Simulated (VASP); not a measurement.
# Pd (Fm-3m) in VASP: notebook

Pd is run at these levels: LDA; tasks: single point, relaxation of cell and atoms.

Everything below comes from runs of VASP 6.6.1. Logs are shortened: lines on timing, memory, paths and dates and some standing lists are left out, and cuts for length are marked.

## Step 1: The cell of the first run

The structure is cubic, space group Fm-3m (No. 225). Conventional cell: a = 3.839 Å, b = 3.839 Å, c = 3.839 Å, α = 90.00°, β = 90.00°, γ = 90.00°. Pd (site symmetry m-3m) has 12 Pd at 2.71 Å within 3.6 Å.

## Step 2: Single point, LDA

Input file INCAR:

```
SYSTEM = Pd
ALGO = Normal
EDIFF = 1E-6
ENCUT = 520
GGA = CA
ISIF = 2
ISMEAR = 0
LASPH = .TRUE.
LCHARG = .FALSE.
LREAL = .FALSE.
LWAVE = .FALSE.
NBANDS = 11
NELM = 80
PREC = Accurate
SIGMA = 0.1
```

Input file KPOINTS:

```
k-points
0
G
  18 18 18
  0 0 0
```

Input file POSCAR:

```
Pd
1.0
    0.0000000000      1.9195210032      1.9195210032
    1.9195210032      0.0000000000      1.9195210032
    1.9195210032      1.9195210032      0.0000000000
Pd
1
Direct
    0.0000000000      0.0000000000      0.0000000000
```

Potentials or basis: VASP PAW LDA potentials, release 64 (Pd).

Started as:

```console
cat potpaw_LDA.64/Pd/POTCAR > POTCAR
mpirun -np 1 vasp_std > vasp.out
```

OUTCAR:

```text
SYSTEM = Pd
   EDIFF = 1E-6
   ENCUT = 520
   GGA = CA
   ISIF = 2
   ISMEAR = 0
   LASPH = .TRUE.
   LREAL = .FALSE.
   NELM = 80
   PREC = Accurate

 ion  position               nearest neighbor table
   1  0.000  0.000  0.000-

  LATTYP: Found a face centered cubic cell.
 ALAT       =     3.8390420064

  Lattice vectors:

 A1 = (   0.0000000000,   1.9195210032,   1.9195210032)
 A2 = (   1.9195210032,   0.0000000000,   1.9195210032)
 A3 = (   1.9195210032,   1.9195210032,   0.0000000000)

Analysis of symmetry for initial positions (statically):
=====================================================================
 Subroutine PRICEL returns:
 Original cell was already a primitive cell.

 Routine SETGRP: Setting up the symmetry group for a
 face centered cubic supercell.

 Subroutine GETGRP returns: Found 48 space group operations
[... 9 lines left out ...]

 Routine SETGRP: Setting up the symmetry group for a
 face centered cubic supercell.

 Subroutine GETGRP returns: Found 48 space group operations
[... 11 lines left out ...]
                                     Primitive cell

  volume of cell :      14.1452

  direct lattice vectors                    reciprocal lattice vectors
     0.000000000  1.919521003  1.919521003    -0.260481651  0.260481651  0.260481651
     1.919521003  0.000000000  1.919521003     0.260481651 -0.260481651  0.260481651
     1.919521003  1.919521003  0.000000000     0.260481651  0.260481651 -0.260481651

  length of vectors
     2.714612636  2.714612636  2.714612636     0.451167454  0.451167454  0.451167454

  position of ions in fractional coordinates (direct lattice)
     0.000000000  0.000000000  0.000000000

  ion indices of the primitive-cell ions
   primitive index   ion index
                 1           1

----------------------------------------------------------------------------------------

 KPOINTS: k-points

Automatic generation of k-mesh.
 Grid dimensions read from file:
 generate k-points for:   18   18   18

 Generating k-lattice:

  Cartesian coordinates                     Fractional coordinates (reciprocal lattice)
    -0.014471203  0.014471203  0.014471203     0.055555556  0.000000000  0.000000000
     0.014471203 -0.014471203  0.014471203     0.000000000  0.055555556  0.000000000
     0.014471203  0.014471203 -0.014471203     0.000000000  0.000000000  0.055555556

  Length of vectors
     0.025064859  0.025064859  0.025064859

  Shift w.r.t. Gamma in fractional coordinates (k-lattice)
     0.000000000  0.000000000  0.000000000

 Subroutine IBZKPT returns following result:
 ===========================================

 Found    195 irreducible k-points:

 Following reciprocal coordinates:
            Coordinates               Weight
  0.000000  0.000000  0.000000      1.000000
  0.055556  0.000000  0.000000      8.000000
  0.111111  0.000000  0.000000      8.000000
  0.166667  0.000000  0.000000      8.000000
  0.222222  0.000000  0.000000      8.000000
  0.277778  0.000000  0.000000      8.000000
[... 16 lines left out ...]
 -0.277778  0.055556  0.000000     24.000000
 -0.222222  0.055556  0.000000     24.000000
 [... further k-points ...]
   k-points           NKPTS =    195   k-points in BZ     NKDIM =    195   number of bands    NBANDS=     11
   number of dos      NEDOS =    301   number of ions     NIONS =      1
   total plane-waves  NPLWV =   8000
   dimension x,y,z NGX =    20 NGY =   20 NGZ =   20
   dimension x,y,z NGXF=    40 NGYF=   40 NGZF=   40
   ions per type =               1
   NGX,Y,Z   is equivalent  to a cutoff of  12.25, 12.25, 12.25 a.u.
   NGXF,Y,Z  is equivalent  to a cutoff of  24.50, 24.50, 24.50 a.u.
 SYSTEM =  Pd
   PREC   = accura    normal or accurate (medium, high low for compatibility)
   ISTART =      0    job   : 0-new  1-cont  2-samecut
   ICHARG =      2    charge: 1-file 2-atom 10-const
   ISPIN  =      1    spin polarized calculation?
   LNONCOLLINEAR =      F non collinear calculations
   LSORBIT =      F    spin-orbit coupling
   LASPH  =      T    aspherical Exc in radial PAW
   ENCUT  =  520.0 eV  38.22 Ry    6.18 a.u.   5.05  5.05  5.05*2*pi/ulx,y,z
   NELM   =     80;   NELMIN=  2; NELMDL= -5     # of ELM steps
   EDIFF  = 0.1E-05   stopping-criterion for ELM
   LREAL  =      F    real-space projection
   EDIFFG = 0.1E-04   stopping-criterion for IOM
   NSW    =      0    number of steps for IOM
   IBRION =     -1    ionic relax: 0-MD 1-quasi-New 2-CG
   NFREE  =      0    steps in history (QN), initial steepest desc. (CG)
   ISIF   =      2    stress and relaxation
   ISYM   =      2    0-nonsym 1-usesym 2-fastsym
   POTIM  = 0.5000    time-step for ionic-motion
   TEBEG  =    0.0;   TEEND  =   0.0 temperature during run
   PSTRESS=    0.0 pullay stress
   NELECT =      10.0000    total number of electrons
   NUPDOWN=      -1.0000    fix difference up-down
   EMIN   =  10.00;   EMAX   =-10.00  energy-range for DOS
   EFERMI =   0.00;   METHOD = LEGACY
   ISMEAR =     0;   SIGMA  =   0.10  broadening in eV -4-tet -1-fermi 0-gaus
   EFERMI_NEDOS =   21; number of points for ismear=-14 and -15
   IALGO  =     38    algorithm
   IMIX   =      4    mixing-type and parameters
     AMIX     =   0.40;   BMIX     =  1.00
     AMIX_MAG =   1.60;   BMIX_MAG =  1.00
  volume/ion in A,a.u.               =      14.15        95.46
  Fermi-wavevector in a.u.,A,eV,Ry     =   1.458384  2.755947 28.938022  2.126885
  Thomas-Fermi vector in A             =   2.575075
   LORBIT       =      0    0 simple, 1 ext, 2 COOP (PROOUT), +10 PAW based schemes
   GGA     = CA    functional components
   LHFCALC =     F    Hartree Fock is set to
   AEXX    =    0.0000 exact exchange contribution
   IVDW    =     0    specifies the selected vdW correction
   LEPSILON=     F    determine dielectric tensor
   LRPA    =     F    only Hartree local field effects (RPA)
 non-spin polarized calculation
 Gauss-broadening in eV      SIGMA  =   0.10
  energy-cutoff  :      520.00
  volume of cell :       14.15
 maximum number of plane-waves:       392
   NGX =  9   NGY =  9   NGZ =  9

 number of electron      10.0000005 magnetization

 Free energy of the ion-electron system (eV)
  ---------------------------------------------------
  ext. energy  EPLUGINS =         0.00000000
  ---------------------------------------------------
  free energy    TOTEN  =        -6.50355291 eV

  energy without entropy =       -6.49251644  energy(sigma->0) =       -6.49803467

 E-fermi :  10.3328     XC(G=0): -13.7744

 val. band max:       10.3309398804   @ k =  -0.4444   0.3889   0.1111
 cond. band min:      10.3365155908   @ k =   0.5000   0.1111   0.0000
 fundamental gap:      0.0055757104
 Fermi energy:        10.3327904410

 k-point     1 :       0.0000    0.0000    0.0000
  band No.  band energies     occupation
      1       2.7594      2.00000
      2       7.2582      2.00000
      3       7.2582      2.00000
      4       7.2582      2.00000
      5       9.0210      2.00000
      6       9.0210      2.00000
      7      27.4647      0.00000
      8      32.4269      0.00000
      9      32.4269      0.00000
     10      32.4269      0.00000
     11      35.9480      0.00000

 k-point     2 :       0.0556    0.0000    0.0000
  band No.  band energies     occupation
      1       2.8762      2.00000
      2       7.2141      2.00000
      3       7.3003      2.00000
      4       7.3003      2.00000
      5       8.9998      2.00000
      6       8.9998      2.00000
      7      27.6019      0.00000
      8      31.6825      0.00000
      9      32.5714      0.00000
     10      32.5714      0.00000
     11      35.9667      0.00000

 k-point     3 :       0.1111    0.0000    0.0000
  band No.  band energies     occupation
      1       3.2133      2.00000
      2       7.1045      2.00000
      3       7.4105      2.00000
      4       7.4105      2.00000
      5       8.9550      2.00000
      6       8.9550      2.00000
      7      27.9309      0.00000
      8      30.1488      0.00000
      9      32.9847      0.00000
     10      32.9847      0.00000
     11      35.9802      0.00000

 k-point     4 :       0.1667    0.0000    0.0000
  band No.  band energies     occupation
      1       3.7200      2.00000
      2       7.0018      2.00000
      3       7.5348      2.00000
      4       7.5348      2.00000
      5       8.9461      2.00000
      6       8.9461      2.00000
      7      27.8093      0.00000
      8      28.8643      0.00000
      9      33.5970      0.00000
     10      33.5970      0.00000
     11      36.0270      0.00000

 k-point     5 :       0.2222    0.0000    0.0000
  band No.  band energies     occupation
      1       4.2701      2.00000
      2       7.0548      2.00000
      3       7.5901      2.00000
      4       7.5901      2.00000
      5       9.0582      2.00000
      6       9.0582      2.00000
      7      26.1299      0.00000
      8      28.7512      0.00000
      9      34.2314      0.00000
     10      34.2314      0.00000
     11      35.9781      0.00000

 k-point     6 :       0.2778    0.0000    0.0000
  band No.  band energies     occupation
      1       4.6455      2.00000
      2       7.4929      2.00000
      3       7.5406      2.00000
      4       7.5406      2.00000
      5       9.3196      2.00000
      6       9.3196      2.00000
      7      24.1299      0.00000
      8      28.4135      0.00000
      9      34.3353      0.00000
     10      34.3353      0.00000
     11      35.9946      0.00000

 k-point     7 :       0.3333    0.0000    0.0000
  band No.  band energies     occupation
      1       4.7504      2.00000
      2       7.4321      2.00000
      3       7.4321      2.00000
      4       8.3965      2.00000
      5       9.6623      2.00000
      6       9.6623      2.00000
      7      22.0810      0.00000
      8      27.8480      0.00000
      9      33.5078      0.00000
     10      33.5078      0.00000
     11      36.0180      0.00000

 k-point     8 :       0.3889    0.0000    0.0000
  band No.  band energies     occupation
      1       4.7136      2.00000
      2       7.3209      2.00000
      3       7.3209      2.00000
      4       9.5653      2.00000
      5       9.9924      2.00000
      6       9.9924      2.00000
      7      20.1401      0.00000
      8      27.3202      0.00000
      9      32.5492      0.00000
     10      32.5492      0.00000
     11      35.9632      0.00000
[... 141 lines left out ...]
 k-point    19 :       0.5000    0.0556    0.0000
  band No.  band energies     occupation
      1       4.7148      2.00000
      2       7.1491      2.00000
      3       7.2900      2.00000
      4       9.6632      2.00000
      5      10.3205      1.13761
      6      11.8227      0.00000
      7      17.9931      0.00000
      8      26.9577      0.00000
      9      31.2739      0.00000
     10      31.3721      0.00000
     11      35.9769      0.00000

 k-point    20 :      -0.4444    0.0556    0.0000
  band No.  band energies     occupation
      1       4.7243      2.00000
      2       7.1684      2.00000
      3       7.2894      2.00000
      4       9.6601      2.00000
      5      10.2059      1.92715
      6      11.6970      0.00000
      7      18.2294      0.00000
      8      26.9914      0.00000
      9      31.0535      0.00000
     10      31.7721      0.00000
     11      35.9758      0.00000

 k-point    21 :      -0.3889    0.0556    0.0000
  band No.  band energies     occupation
      1       4.7768      2.00000
      2       7.2432      2.00000
      3       7.3442      2.00000
      4       9.2458      2.00000
      5       9.9391      2.00000
      6      10.9898      0.00000
      7      19.5882      0.00000
      8      27.2511      0.00000
      9      31.2503      0.00000
     10      32.6192      0.00000
     11      35.9726      0.00000

 k-point    22 :      -0.3333    0.0556    0.0000
  band No.  band energies     occupation
      1       4.8348      2.00000
      2       7.3548      2.00000
      3       7.4447      2.00000
      4       8.4368      2.00000
      5       9.5746      2.00000
      6      10.3377      0.94441
      7      21.4612      0.00000
      8      27.7021      0.00000
      9      31.7800      0.00000
     10      33.8653      0.00000
     11      35.9635      0.00000

 k-point    23 :      -0.2778    0.0556    0.0000
  band No.  band energies     occupation
      1       4.8018      2.00000
      2       7.4138      2.00000
      3       7.5644      2.00000
      4       7.6428      2.00000
      5       9.1892      2.00000
      6       9.8392      2.00000
      7      23.5070      0.00000
      8      28.2459      0.00000
      9      32.4677      0.00000
     10      35.4167      0.00000
     11      35.6951      0.00000

 k-point    24 :      -0.2222    0.0556    0.0000
  band No.  band energies     occupation
      1       4.5227      2.00000
      2       7.0123      2.00000
      3       7.6103      2.00000
      4       7.6475      2.00000
      5       8.8801      2.00000
      6       9.4490      2.00000
      7      25.5442      0.00000
      8      28.6707      0.00000
      9      32.9193      0.00000
     10      35.1847      0.00000
     11      35.6864      0.00000

 [... further k-points ...]
[... 5 lines left out ...]
  --------------------------------------------------------------------------------------
  -------------------------------------------------------------------------------------
  Total        0.0236961      0.0236961      0.0236961      0.0000000      0.0000000     -0.0000000
  in kB        2.6839757      2.6839757      2.6839757      0.0000000      0.0000000     -0.0000000
  external PRESSURE =       2.6839757 kB  Pullay stress =       0.0000000 kB

 VOLUME and BASIS-vectors are now :
 -----------------------------------------------------------------------------
  energy-cutoff  :      520.00
  volume of cell :       14.15
      direct lattice vectors                 reciprocal lattice vectors
     0.000000000  1.919521003  1.919521003    -0.260481651  0.260481651  0.260481651
     1.919521003  0.000000000  1.919521003     0.260481651 -0.260481651  0.260481651
     1.919521003  1.919521003  0.000000000     0.260481651  0.260481651 -0.260481651

 POSITION                                       TOTAL-FORCE (eV/Angst)
 -----------------------------------------------------------------------------------
      0.00000      0.00000      0.00000        -0.000000     -0.000000     -0.000000
 -----------------------------------------------------------------------------------
    total drift:                                0.000000     -0.000000      0.000000

  FREE ENERGIE OF THE ION-ELECTRON SYSTEM (eV)
  ---------------------------------------------------
  free  energy   TOTEN  =        -6.5035529063 eV

  energy  without entropy=       -6.4925164350  energy(sigma->0) =       -6.49803467
```

Wall time 13 s (1 thread of Intel Xeon 6975P-C, shared host); peak memory 0.14 GiB.

What came out:

| Quantity | Value |
| --- | --- |
| Free energy | -6.5036 eV |
| Pressure | 0.3 GPa |
| Band gap on the k mesh | zero (band 5 reaches 10.65 eV, above the bottom of band 6 at 8.95 eV) |

## Step 3: Relaxation of cell and atoms, LDA

This run uses another cell than the first one, of 14.22 Å³/atom, 1.005 times its volume.

Input file INCAR:

```
ALGO = Fast ; EDIFF = 1E-7
EDIFFG = -0.005 ; ENCUT = 600
GGA = CA ; IBRION = 2
ISIF = 3 ; ISMEAR = 0
LASPH = True ; LCHARG = False
LREAL = False ; LWAVE = False
NELM = 100 ; NSW = 100
PREC = Accurate ; SIGMA = 0.1
```

Input file KPOINTS:

```
k-points
0
Gamma
  18 18 18
```

Input file POSCAR:

```
Pd
1.0
    0.0000000000      1.9227552169      1.9227552169
    1.9227552169      0.0000000000      1.9227552169
    1.9227552169      1.9227552169      0.0000000000
Pd
1
Direct
    0.0000000000      0.0000000000      0.0000000000
```

Potentials or basis: VASP PAW LDA potentials, release 64 (Pd).

Started as:

```console
cat potpaw_LDA.64/Pd/POTCAR > POTCAR
mpirun -np 1 vasp_std > vasp.out
```

Wall time 35 s (1 thread of Intel Xeon 6975P-C, shared host); peak memory 0.16 GiB.

It converged, with:

```
Free energy                            : -6.5036 eV
Relaxed volume                         : 14.16 Å³/atom
Relaxed cell                           : a = 2.716 Å, b = 2.716 Å, c = 2.716 Å, α = 60.00°, β = 60.00°, γ = 60.00°
Space group after relaxing (to 0.05 Å) : Fm-3m (No. 225)
Energy gained by relaxing              : 0.2 meV/atom
Ionic steps                            : 3
Pressure after relaxing                : -0.1 GPa
Band gap on the k mesh                 : zero (band 5 reaches 10.63 eV, above the bottom of band 6 at 8.93 eV)
```

Step by step:
| step | energy change (eV) | largest force (eV/Å) | pressure (GPa) | volume (Å³) |
| --- | --- | --- | --- | --- |
| 1 | 0.0000 | 0.0000 | -0.89 | 14.22 |
| 2 | 0.0004 | 0.0000 | 1.71 | 14.06 |
| 3 | -0.0002 | 0.0000 | -0.05 | 14.16 |

Final structure:
```
Pd
1.0
     0.00000    1.92016    1.92016
     1.92016    0.00000    1.92016
     1.92016    1.92016    0.00000
Pd
1
Direct
  0.00000 0.00000 0.00000
```

Levels at points of the mesh, in eV from the Fermi level:
```
           k point  band 1  band 2  band 3  band 4  band 5  band 6  band 7  band 8  band 9
(0.00, 0.00, 0.00)   -7.57   -3.07   -3.07   -3.07   -1.31   -1.31   17.13   22.09   22.09
(0.50, 0.00, 0.00)   -5.69   -3.11   -3.11   -0.02   -0.02    0.85    7.58   16.52   21.31
(0.50, 0.50, 0.00)   -5.79   -5.50   -0.04    0.32    0.32    3.24   11.15   13.28   13.28
```

## Step 4: Single point, LDA

This run uses another cell than the first one, of 14.22 Å³/atom, 1.005 times its volume.

Input file INCAR:

```
SYSTEM = Pd
PREC = Accurate
ENCUT = 500
EDIFF = 1E-6
ISMEAR = 0
SIGMA = 0.1
LREAL = .False.
LASPH = .True.
NELM = 120
ALGO = Normal
ISIF = 2
LWAVE = .False.
LCHARG = .True.
GGA = CA
LELF = .True.
LVHAR = .True.
NBANDS = 11
GGA_COMPAT = .False.
```

Input file KPOINTS:

```
Automatic mesh
0
Gamma
  8 8 8
  0 0 0
```

POSCAR is that of step 3.

Started as:

```console
cat potpaw_LDA.64/Pd/POTCAR > POTCAR
mpirun -np 1 vasp_std > vasp.out
```

Wall time 6.9 s (1 thread of Intel Xeon Platinum 8259CL at 2.50GHz (Skylake/Cascade Lake), shared host); peak memory 0.12 GiB.

Results (log left out):

```
Free energy            : -6.4725 eV
Pressure               : 0.2 GPa
Band gap on the k mesh : zero (band 5 reaches 10.60 eV, above the bottom of band 6 at 8.90 eV)
```

Levels at points of the mesh, in eV from the Fermi level:
```tsv
k point	band 2	band 3	band 4	band 5	band 6	band 7	band 8	band 9
(0.00, 0.00, 0.00)	-3.12	-3.12	-3.12	-1.38	-1.38	17.03	21.95	21.95
(0.50, 0.00, 0.00)	-3.17	-3.17	-0.09	-0.09	0.75	7.46	16.40	21.17
(0.50, 0.50, 0.00)	-5.54	-0.11	0.25	0.25	3.14	11.01	13.15	13.15
```

## Step 5: The runs side by side

| task | cell | k mesh | cutoff (eV) | gap on the mesh (eV) | pressure (GPa) |
| --- | --- | --- | --- | --- | --- |
| single point | a = 2.715 Å, angles 60.0°, 1 atom | 18 × 18 × 18 | 520 | none | 0.3 |
| relaxation of cell and atoms | relaxed from a = 2.719 Å, angles 60.0°, 1 atom | 18 × 18 × 18 | 600 | none | -0.1 |
| single point | a = 2.719 Å, angles 60.0°, 1 atom | 8 × 8 × 8 | 500 | none | 0.2 |

Alike in all rows: level LDA; potentials or basis VASP PAW LDA potentials, release 64 (Pd); no spin polarisation; smearing gaussian 0.1 eV.

Total energies depend on the potentials used, so only differences within one code and one set of settings carry meaning.
